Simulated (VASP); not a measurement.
# TiO2 (R-3m) in VASP: further runs, part 2 of 2

VASP 6.6.1.

### Step 3. Single point, PBE+D3(BJ)+U

This run uses another cell than the first one, of 13.29 Å³/atom.

File INCAR:

```
SYSTEM = TiO2
PREC = Accurate
ENCUT = 1340
EDIFF = 1E-6
ISMEAR = 0
SIGMA = 0.05
LREAL = .FALSE.
LASPH = .TRUE.
NELM = 200
ALGO = Normal
ISIF = 2
LWAVE = .FALSE.
LCHARG = .TRUE.
LMAXMIX = 4
LDAU = .TRUE.
LDAUTYPE = 2
LDAUL = 2 -1
LDAUU = 4 0
LDAUJ = 0 0
LDAUPRINT = 1
GGA = PE
IVDW = 12
LELF = .TRUE.
LVHAR = .TRUE.
NBANDS = 19
GGA_COMPAT = .FALSE.
```

File KPOINTS:

```
Automatic mesh
0
G
  9 9 9
  0 0 0
```

File POSCAR:

```
TiO2
1.0
    1.4338500000      0.8278336835      5.6001000000
   -1.4338500000      0.8278336835      5.6001000000
    0.0000000000     -1.6556673670      5.6001000000
Ti O
1 2
Direct
    0.0000000000      0.0000000000      0.0000000000
    0.6017580785      0.6017580785      0.6017580785
    0.3982419215      0.3982419215      0.3982419215
```

Potentials or basis: VASP PAW PBE potentials, release 64 (Ti_sv, O_h).

Launch:

```
$ cat potpaw_PBE.64/Ti_sv/POTCAR potpaw_PBE.64/O_h/POTCAR > POTCAR
$ mpirun -np 1 vasp_std > vasp.out
```

OUTCAR:

```text
SYSTEM = TiO2
   PREC = Accurate
   ENCUT = 1340
   EDIFF = 1E-6
   ISMEAR = 0
   LREAL = .FALSE.
   LASPH = .TRUE.
   NELM = 200
   ISIF = 2
   GGA = PE
   IVDW = 12
 IVDW          = 12

 ion  position               nearest neighbor table
   1  0.000  0.000  0.000-   2 1.98   2 1.98   3 1.98   3 1.98   2 1.98   3 1.98
   2  0.602  0.602  0.602-   1 1.98   1 1.98   1 1.98
   3  0.398  0.398  0.398-   1 1.98   1 1.98   1 1.98

  LATTYP: Found a trigonal (rhomboedric) cell.
 ALAT       =     5.8397221201
 COS(alpha) =     0.8794261654

  Lattice vectors:

 A1 = (   1.4338500000,   0.8278336835,   5.6001000000)
 A2 = (  -1.4338500000,   0.8278336835,   5.6001000000)
 A3 = (   0.0000000000,  -1.6556673670,   5.6001000000)

Analysis of symmetry for initial positions (statically):
=====================================================================
 Subroutine PRICEL returns:
 Original cell was already a primitive cell.

 Routine SETGRP: Setting up the symmetry group for a
 trigonal (rhombohedral) supercell.

 Subroutine GETGRP returns: Found 12 space group operations
 (whereof 12 operations were pure point group operations)
[... 203 lines left out ...]

 E-fermi :   2.0023     XC(G=0):  -9.6124

 val. band max:        1.7362462447   @ k =   0.4444   0.4444   0.4444
 cond. band min:       4.7575283629   @ k =   0.4444   0.4444  -0.0000
 fundamental gap:      3.0212821182
 Fermi energy:         2.0022658445

 k-point     1 :       0.0000    0.0000    0.0000
  band No.  band energies     occupation
      1     -55.4080      2.00000
      2     -31.6088      2.00000
      3     -31.2931      2.00000
      4     -31.2931      2.00000
      5     -15.6645      2.00000
      6     -14.1349      2.00000
[... 505 lines left out ...]
      6     -14.0212      2.00000
[... 11 lines left out ...]
     18      14.0791      0.00000
     19      14.6902      0.00000

 [... further k-points ...]

------------------------ aborting loop because EDIFF is reached ----------------------------------------

 Edisp (eV)   -0.55809

 E8    (eV) :    -0.2167

  FORCE on cell =-STRESS in cart. coord.  units (eV):
  Direction    XX          YY          ZZ          XY          YZ          ZX
  --------------------------------------------------------------------------------------
  -------------------------------------------------------------------------------------
  Total       4.08489     4.08489    -2.99476    -0.00000    -0.00000     0.00000
  in kB     164.09584   164.09584  -120.30369    -0.00000    -0.00000     0.00000
  external pressure =       69.30 kB  Pullay stress =        0.00 kB

 VOLUME and BASIS-vectors are now :
 -----------------------------------------------------------------------------
  energy-cutoff  :     1340.00
  volume of cell :       39.88
      direct lattice vectors                 reciprocal lattice vectors
     1.433850000  0.827833683  5.600100000     0.348711511  0.201328685  0.059522747
    -1.433850000  0.827833683  5.600100000    -0.348711511  0.201328685  0.059522747
     0.000000000 -1.655667367  5.600100000     0.000000000 -0.402657369  0.059522747

 POSITION                                       TOTAL-FORCE (eV/Angst)
 -----------------------------------------------------------------------------------
      0.00000      0.00000      0.00000        -0.000000      0.000000     -0.000000
      0.00000      0.00000     10.10972         0.000000      0.000000      1.146178
      0.00000      0.00000      6.69058         0.000000     -0.000000     -1.146178
 -----------------------------------------------------------------------------------
    total drift:                               -0.000000     -0.000000      0.000000

  FREE ENERGIE OF THE ION-ELECTRON SYSTEM (eV)
  ---------------------------------------------------
  free  energy   TOTEN  =       -24.0207073255 eV

  energy  without entropy=      -24.0207073255  energy(sigma->0) =      -24.02070733
```

Wall time 9.4 min (1 thread of Intel Xeon 6975P-C (Granite Rapids), shared host); peak memory 0.78 GiB.

Results:

| Property | Result |
| --- | --- |
| Free energy | -24.0207 eV |
| Pressure | 6.9 GPa |
| Largest force | 1.146 eV/Å |
| Band gap on the k mesh | 3.02 eV (least direct gap 3.43 eV) |
| Dispersion energy per atom | -0.186 eV |

Forces in eV/Å, atoms in the order of the input:
```
Ti   0.000  0.000  0.000
O    0.000  0.000  1.146
O    0.000  0.000 -1.146
```

Stress tensor (GPa, compression positive):
```
 16.41   0.00   0.00
  0.00  16.41   0.00
  0.00   0.00 -12.03
```

Eigenvalues of the final occupation matrices:
```
    site  spin  trace               eigenvalues
site 1 d     1   0.85  0.10 0.10 0.10 0.27 0.27
site 1 d     2   0.85  0.10 0.10 0.10 0.27 0.27
```

Caveat: the stress differs along the axes, from -12 to 16 GPa; forces of over 1 eV/Å act on the atoms, so gaps and moduli don't describe the material at rest. A k mesh can miss the band edges.

### Step 4. Single point, PBE+D3(BJ)+U

This run uses another cell than the first one, of 12.53 Å³/atom.

File INCAR:

```
PREC = Accurate ; ENCUT = 1340
EDIFF = 1E-6 ; ISMEAR = 0
SIGMA = 0.05 ; LREAL = F
LASPH = T ; NELM = 200
ALGO = Normal ; ISIF = 2
LWAVE = F ; LCHARG = F
LMAXMIX = 4 ; LDAU = T
LDAUTYPE = 2 ; LDAUL = 2 -1
LDAUU = 4 0 ; LDAUJ = 0 0
LDAUPRINT = 1 ; GGA = PE
IVDW = 12 ; NBANDS = 19
GGA_COMPAT = F
```

File KPOINTS:

```
Automatic mesh
0
Gamma
  9 9 9
```

File POSCAR:

```
TiO2
1.0
    1.6093500000      0.9291586557      4.1903000000
   -1.6093500000      0.9291586557      4.1903000000
    0.0000000000     -1.8583173115      4.1903000000
Ti O
1 2
Direct
    0.0000000000      0.0000000000      0.0000000000
    0.6017580785      0.6017580785      0.6017580785
    0.3982419215      0.3982419215      0.3982419215
```

Launch:

```
$ cat potpaw_PBE.64/Ti_sv/POTCAR potpaw_PBE.64/O_h/POTCAR > POTCAR
$ mpirun -np 1 vasp_std > vasp.out
```

Wall time 4.8 min (1 thread of Intel Xeon 6975P-C (Granite Rapids), shared host); peak memory 0.54 GiB.

The run converged. Its results:

* Free energy: -23.8442 eV
* Pressure: -7.3 GPa
* Largest force: 0.609 eV/Å
* Band gap on the k mesh: 2.15 eV (least direct gap 2.47 eV)
* Dispersion energy per atom: -0.201 eV

Forces in eV/Å, atoms in the order of the input:
```
Ti   0.000  0.000  0.000
O    0.000  0.000 -0.609
O    0.000  0.000  0.609
```

Stress tensor (GPa, compression positive):
```
-17.96   0.00   0.00
  0.00 -17.96   0.00
  0.00   0.00  14.14
```

Levels at points of the mesh, in eV from the valence-band top:
| k point | band 9 | band 10 | band 11 | band 12 | band 13 | band 14 | band 15 | band 16 |
| --- | --- | --- | --- | --- | --- | --- | --- | --- |
| (0.00, 0.00, 0.00) | -4.25 | -1.07 | -1.07 | -0.23 | 2.24 | 2.24 | 3.33 | 5.99 |

Eigenvalues of the final occupation matrices:
```csv
site,spin,trace,eigenvalues
site 1 d,1,0.76,0.08 0.08 0.09 0.25 0.25
site 1 d,2,0.76,0.08 0.08 0.09 0.25 0.25
```

Caveat: the stress differs along the axes, from -18 to 14 GPa. A k mesh can miss the band edges.

### Step 5. Summary

| cell | gap on the mesh (eV) | pressure (GPa) | largest force (eV/Å) |
| --- | --- | --- | --- |
| a = 5.828 Å, angles 27.8°, 3 atoms | 2.99 | 19.0 | 0.55 |
| a = 5.840 Å, angles 28.4°, 3 atoms | 3.02 | 6.9 | 1.15 |
| a = 4.584 Å, angles 41.1°, 3 atoms | 2.15 | -7.3 | 0.61 |

Alike in all rows: task single point; level PBE+D3(BJ)+U; potentials or basis VASP PAW PBE potentials, release 64 (Ti_sv, O_h); no spin polarisation; Ti d U = 4.0 eV; k mesh 9 × 9 × 9; cutoff (eV) 1340; smearing gaussian 0.05 eV.

Caveats: the stress differs along the axes, from -7 to 32 GPa (at least some runs); the stress differs along the axes, from -12 to 16 GPa (at least some runs); forces of over 1 eV/Å act on the atoms, so gaps and moduli don't describe the material at rest (at least some runs); the stress differs along the axes, from -18 to 14 GPa (at least some runs).

Total energies depend on the potentials used, so only differences within one code and one set of settings carry meaning.
